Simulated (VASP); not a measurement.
Input of a VASP 6.6.1 run:

Contents of INCAR:

```
PREC = Accurate
ENCUT = 600
EDIFF = 1E-6
ISMEAR = 0
SIGMA = 0.1
LREAL = F
LASPH = T
NELM = 100
ALGO = Normal
ISIF = 3
LWAVE = F
LCHARG = F
GGA = PE
IBRION = 2
NSW = 80
EDIFFG = -0.05
PSTRESS = 479.0
```

The input KPOINTS:

```
Automatic mesh
0
Gamma
  9 9 6
```

Contents of POSCAR:

```
Be
1.0
    2.2853000000      0.0000000000      0.0000000000
   -1.1426500000      1.9791278553      0.0000000000
    0.0000000000      0.0000000000      3.5842000000
Be
2
Direct
    0.3333333333      0.6666666667      0.2500000000
    0.6666666667      0.3333333333      0.7500000000
```

Potentials or basis: VASP PAW PBE potentials, release 64 (Be).

The run is started by

```console
$ cat potpaw_PBE.64/Be/POTCAR > POTCAR
$ mpirun -np 1 vasp_std > vasp.out
```

Task: Estimate the band gap on the k mesh.

Result: Zero (band 2 reaches 10.42 eV, above the bottom of band 3 at 8.01 eV).

Task: What does it give for the space group after relaxing (to 0.05 Å)?

Result: P6_3/mmc (No. 194).

Task: What does it give for the relaxed volume?

Result: 6.12 Å³/atom.

Task: What does it give for the relaxed cell?

Result: a = 2.075 Å, b = 2.075 Å, c = 3.280 Å, α = 90.00°, β = 90.00°, γ = 120.00°.

Stress tensor (GPa, compression positive):
```
48.53  0.00  0.00
 0.00 48.53  0.00
 0.00  0.00 48.62
```

Caveat: the cell is relaxed towards a set pressure, so the enthalpy falls and the energy may rise; the volume moved by over 15 % at a fixed basis, so the end points are rough.
